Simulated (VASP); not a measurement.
**SiNi: single point with PBE**

The system is SiNi, a slab with vacuum.

```
CELL_PARAMETERS angstrom
3.25831 0.00000 0.00000
0.00000 4.70939 0.00000
0.00000 0.00000 24.16585
ATOMIC_POSITIONS crystal
Si 0.00000 0.84318 0.31036
Si 0.50000 0.15682 0.37357
Si 0.00000 0.84318 0.43679
Si 0.50000 0.15682 0.50000
Si 0.00000 0.84318 0.56321
Si 0.50000 0.15682 0.62643
Si 0.00000 0.84318 0.68964
Ni 0.00000 0.34231 0.31036
Ni 0.50000 0.65769 0.37357
Ni 0.00000 0.34231 0.43679
Ni 0.50000 0.65769 0.50000
Ni 0.00000 0.34231 0.56321
Ni 0.50000 0.65769 0.62643
Ni 0.00000 0.34231 0.68964
```

```yaml
Program: VASP 6.6.1
Task: single point
Functional: PBE
Potentials_or_basis: VASP PAW PBE potentials, release 64 (Si, Ni)
Cutoff: 520 eV
k_mesh: 2 × 2 × 1
Occupations: gaussian, width 0.1 eV
Spin: no spin polarisation
Dipole_correction: yes
Further_INCAR_settings: ALGO = Normal; EDIFF = 1e-06; NBANDS = 62
```

- Largest force: 1.727 eV/Å
- Band gap on the k mesh: zero (bands 49 and 50 overlap by 1.80 eV)

Forces on the atoms (eV/Å):
```
Si   0.000 -0.112 -0.428
Si   0.000  0.587 -1.436
Si   0.000 -0.395 -0.303
Si   0.000  0.386  0.000
Si   0.000 -0.395  0.303
Si   0.000  0.587  1.436
Si   0.000 -0.112  0.428
Ni   0.000 -0.119  1.723
Ni   0.000  0.023  0.078
Ni   0.000 -0.312  0.401
Ni   0.000  0.270  0.000
Ni   0.000 -0.312 -0.401
Ni   0.000  0.023 -0.078
Ni   0.000 -0.119 -1.723
```

Levels at points of the mesh, in eV from the Fermi level:
| k point | band 45 | band 46 | band 47 | band 48 | band 49 | band 50 | band 51 | band 52 | band 53 | band 54 |
| --- | --- | --- | --- | --- | --- | --- | --- | --- | --- | --- |
| (0.00, 0.00, 0.00) | -1.00 | -0.99 | -0.98 | -0.91 | -0.35 | 0.01 | 0.47 | 1.13 | 1.88 | 2.43 |
| (0.50, 0.00, 0.00) | -0.75 | -0.66 | -0.63 | -0.61 | -0.44 | -0.22 | -0.10 | 1.06 | 1.29 | 1.44 |
| (0.00, 0.50, 0.00) | -0.67 | -0.61 | 0.38 | 0.53 | 1.58 | 2.07 | 2.11 | 2.17 | 2.81 | 2.83 |
| (0.50, 0.50, 0.00) | -1.16 | -0.57 | -0.54 | -0.48 | -0.45 | 0.02 | 0.05 | 0.49 | 0.53 | 1.16 |

It took 2.7 min on 1 thread of Intel(R) Xeon(R) Platinum 8488C (Sapphire Rapids) (shared host), peak memory 0.41 GiB.

Caveat: the k points lie up to 0.96 Å⁻¹ apart, too coarse for converged energies and pressures of a metal. Spin polarisation is off, so any magnetic state and its effect on volume and gap are missing.
